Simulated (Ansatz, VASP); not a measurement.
**Tl: VASP beside Ansatz**

File INCAR:

```
PREC = Accurate
ENCUT = 520
EDIFF = 1E-7
ISMEAR = -1
SIGMA = 0.1
LREAL = F
LASPH = T
NELM = 100
ALGO = Normal
ISIF = 2
LWAVE = F
LCHARG = F
GGA = PS
NBANDS = 20
```

File KPOINTS:

```
regular mesh
0
Gamma
  10 10 10
```

POSCAR

```
Tl
1.0
    0.0000000000      2.9788963409      2.9788963409
    2.9788963409      0.0000000000      2.9788963409
    2.9788963409      2.9788963409      0.0000000000
Tl
2
Direct
   -0.1250000000     -0.1250000000     -0.1250000000
    0.1250000000      0.1250000000      0.1250000000
```

Input for Ansatz:

```yaml
crystal:
  lattice:
    - [0.0, 2.9788963409, 2.9788963409]
    - [2.9788963409, 0.0, 2.9788963409]
    - [2.9788963409, 2.9788963409, 0.0]
  atoms:
    - { symbol: Tl, position: [-0.125, -0.125, -0.125] }
    - { symbol: Tl, position: [0.125, 0.125, 0.125] }
kpoints:
  mp_grid: { grid: [10, 10, 10] }
scf:
  occupations: { method: fermi_dirac, width: 0.1 }
hamiltonian:
  xc: pbesol
  pseudopotentials: { kind: all_electron, lapw: { basis_error: 0.001 } }
output:
  forces: true
  stress: true
  eigenvalues: true
  populations: true
```

Change from the starting cell: volume scaled by 0.65, LAPW.

Alike in both runs: task single point; functional PBEsol; k mesh 10 × 10 × 10; occupations fermi-dirac, width 0.1 eV; no spin polarisation.

|  | VASP | Ansatz |
| --- | --- | --- |
| version | VASP 6.6.1 | Ansatz 0.2.0 |
| potentials or method | VASP PAW PBE potentials, release 64 (Tl_d), cutoff 520 eV | all-electron LAPW, scalar-relativistic |

```csv
,VASP,Ansatz,Ansatz less VASP
pressure (GPa),26.8,26.8,+0.01
```

VASP's potentials were made for PBE, not for PBEsol. Ansatz ran all-electron here, and VASP with PAW potentials.

Spin-orbit coupling is off throughout.
